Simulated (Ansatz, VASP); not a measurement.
Two plane-wave programs on SrTi2Ir2

```xyz
5
Lattice="0.0000 4.1191 0.0000 4.1191 0.0000 0.0000 2.0596 2.0596 -5.9704" Properties=species:S:1:pos:R:3 pbc="T T T"
Ir    2.0596    4.1191   -2.9852
Ir    4.1191    2.0596   -2.9852
Ti    2.0596    2.0596   -1.4926
Ti    4.1191    4.1191   -4.4778
Sr    0.0000    0.0000    0.0000
```

Alike in both runs: task single point; functional r2SCAN; k mesh 5 × 5 × 5; no spin polarisation.

```csv
,VASP,Ansatz
version,VASP 6.6.1,Ansatz 0.2.0
potentials or method,"VASP PAW PBE potentials, release 64 (Ir, Ti_sv, Sr_sv), cutoff 520 eV",PAW plane waves
occupations,"methfessel-paxton of order 1, width 0.062 eV","cold, width 0.062 eV"
valence electrons in the cell,52,68
```

VASP gave:

- gap on the k mesh at the Fermi level (eV): none
- pressure (GPa): 0.8
- traceless stress, the component that is largest in VASP (GPa): -2.48
- rms of the force components (eV/Å): 0.870

Task: Estimate Ansatz's values.

Result: gap on the k mesh at the Fermi level (eV): none; pressure (GPa): 0.4; traceless stress, the component that is largest in VASP (GPa): -2.42; rms of the force components (eV/Å): 0.888.

VASP's potentials were made for PBE, not for r2SCAN. Atom by atom the forces differ by 0.018 eV/Å (rms over components). A gap of «none» marks a metal or a gap that the smearing closes. VASP's potentials hold 52 valence electrons a cell and Ansatz's 68, so a difference there can come from the potentials and not from the codes.

Spin-orbit coupling is off throughout.
